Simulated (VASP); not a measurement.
A run of VASP 6.6.1 is set up as follows.

Contents of INCAR:

```
PREC = Accurate
ENCUT = 520
EDIFF = 1E-6
ISMEAR = 0
SIGMA = 0.1
LREAL = F
LASPH = T
NELM = 100
ALGO = Normal
ISIF = 2
LWAVE = F
LCHARG = T
GGA = PS
LELF = T
LVHAR = T
NBANDS = 14
```

KPOINTS

```
regular mesh
0
Gamma
  16 16 16
```

The input POSCAR:

```
TiB
1.0
    0.0000000000      2.2636310115      2.2636310115
    2.2636310115      0.0000000000      2.2636310115
    2.2636310115      2.2636310115      0.0000000000
Ti B
1 1
Direct
    0.7500000000      0.7500000000      0.7500000000
    0.0000000000      0.0000000000      0.0000000000
```

Potentials or basis: VASP PAW PBE potentials, release 64 (Ti_sv, B).

Launch:

```sh
$ cat potpaw_PBE.64/Ti_sv/POTCAR potpaw_PBE.64/B/POTCAR > POTCAR
$ mpirun -np 1 vasp_std > vasp.out
```

**Question.** What does it give for the pressure?

**Answer.** 40.0 GPa.

Caveat: the PAW data sets were made with another functional, which shifts forces and pressure a little.
